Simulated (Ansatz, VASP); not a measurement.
# Co in VASP and in Ansatz

```
Co
1.0
     2.57753    0.00000    0.00000
    -1.28877    2.23221    0.00000
     0.00000    0.00000    4.16156
Co
2
Direct
  0.33333 0.66667 0.25000
  0.66667 0.33333 0.75000
```

Alike in both runs: task single point; functional revPBE; k mesh 23 × 23 × 13; occupations fermi-dirac, width 0.05 eV; collinear spin.

|  | VASP | Ansatz |
| --- | --- | --- |
| version | VASP 6.6.1 | Ansatz 0.2.0 |
| potentials or method | VASP PAW PBE potentials, release 64 (Co), cutoff 520 eV | plane waves (420 eV) with PAW, scalar-relativistic |
| valence electrons in the cell | 18 | 34 |

```csv
,VASP,Ansatz,Ansatz less VASP
pressure (GPa),-12.9,-12.7,+0.24
"traceless stress, the component that is largest in VASP (GPa)",0.25,0.43,+0.181
net moment per atom (μB),1.68,1.70,+0.013
size of the moment on the site where the two differ most (μB),1.73,1.79,+0.062
```

VASP's potentials were made for PBE, not for revPBE. Site moments also hang on the region over which each program counts them. The functional is the same, so the differences come from potentials, cutoffs and numerics. VASP's potentials hold 18 valence electrons a cell and Ansatz's 34, so a difference there can come from the potentials and not from the codes.
